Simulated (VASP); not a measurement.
A run of VASP 6.6.1:

File POSCAR:

```
Si
1.0
    0.0000000000      2.7289106047      2.7289106047
    2.7221053413      0.0068052634      2.7221053413
    2.7221053413      2.7221053413      0.0068052634
Si
2
Direct
    0.5000000000      0.5000000000      0.5000000000
    0.7500000000      0.7500000000      0.7500000000
```

INCAR.step1

```
ALGO = Normal
EDIFF = 1E-4
ENCUT = 520
GGA = PE
ISMEAR = 0
LASPH = T
LCHARG = F
LREAL = F
LWAVE = T
NBANDS = 11
NELM = 60
PREC = Accurate
SIGMA = 0.05
```

The input INCAR.step2:

```
ALGO = Normal
EDIFF = 1E-7
ENCUT = 520
ISIF = 2
ISMEAR = 0
ISTART = 1
LASPH = T
LCHARG = F
LMIXTAU = T
LREAL = F
LWAVE = F
METAGGA = R2SCAN
NBANDS = 11
NELM = 60
PREC = Accurate
SIGMA = 0.05
```

KPOINTS

```
k-points
0
Gamma
  8 8 8
```

Potentials or basis: VASP PAW PBE potentials, release 64 (Si).

Run with:

```console
$ cat potpaw_PBE.64/Si/POTCAR > POTCAR
$ cp INCAR.step1 INCAR
$ mpirun -np 1 vasp_std > vasp.out
$ cp INCAR.step2 INCAR
$ mpirun -np 1 vasp_std > vasp.out
```

Hardware: 1 thread of Intel(R) Xeon(R) Platinum 8488C (Sapphire Rapids), with other jobs on the host.

Q: How long does it take, and how much memory?

A: It took 2.3 min on 1 thread of Intel(R) Xeon(R) Platinum 8488C (Sapphire Rapids) (shared host), peak memory 0.18 GiB. Counts: k points 95.
